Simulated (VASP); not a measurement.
Wanted: the native input for a VASP 6.6.1 run.

```
Task                   : relaxation of cell and atoms
Functional             : LDA
Potentials or basis    : VASP PAW LDA potentials, release 64 (Sr_sv)
Cutoff                 : 600 eV
k mesh                 : 13 × 13 × 12
Occupations            : fermi-dirac, width 0.1 eV
Spin                   : no spin polarisation
Target pressure        : 8.1 GPa
Dipole correction      : no
Further INCAR settings : ALGO = Normal; EDIFF = 1e-07; IBRION = 2; EDIFFG = -0.005; NSW = 32; ISIF = 3
```

The structure of Sr lies in POSCAR:

```
Sr
1.0
    3.4667264270      0.0000000000      0.0000000000
   -1.7333632135      3.0022731537      0.0000000000
    0.0000000000      0.0000000000      3.1635592409
Sr
1
Direct
    0.0000000000      0.0000000000      0.0000000000
```

This isn't the form of Sr at room conditions, which is fcc.

One way to write it, as run:

INCAR

```
PREC = Accurate
ENCUT = 600
EDIFF = 1E-7
ISMEAR = -1
SIGMA = 0.1
LREAL = False
LASPH = True
NELM = 100
ALGO = Normal
ISIF = 3
LWAVE = False
LCHARG = False
IBRION = 2
NSW = 32
EDIFFG = -0.005
PSTRESS = 81.0
```

KPOINTS

```
Automatic mesh
0
Gamma
  13 13 12
```

Potentials or basis: VASP PAW LDA potentials, release 64 (Sr_sv).

Command:

```bash
$ cat potpaw_LDA.64/Sr_sv/POTCAR > POTCAR
$ mpirun -np 1 vasp_std > vasp.out
```

Results of the run:

- Relaxed volume: 33.02 Å³/atom
- Relaxed cell: a = 3.469 Å, b = 3.469 Å, c = 3.168 Å, α = 90.00°, β = 90.00°, γ = 120.00°
- Space group after relaxing (to 0.1 Å): P6/mmm (No. 191)
- Energy change on relaxing (the run minimises the enthalpy): -4.9 meV/atom
- Ionic steps: 2
- Pressure after relaxing: 8.1 GPa
- Band gap on the k mesh: zero (bands 5 and 6 overlap by 0.67 eV)

Caveat: the cell is relaxed towards a set pressure, so the run minimises the enthalpy, not the energy.

It took 27 s on 1 thread of Intel(R) Xeon(R) 6975P-C (Granite Rapids), with other jobs on the host, peak memory 0.19 GiB.
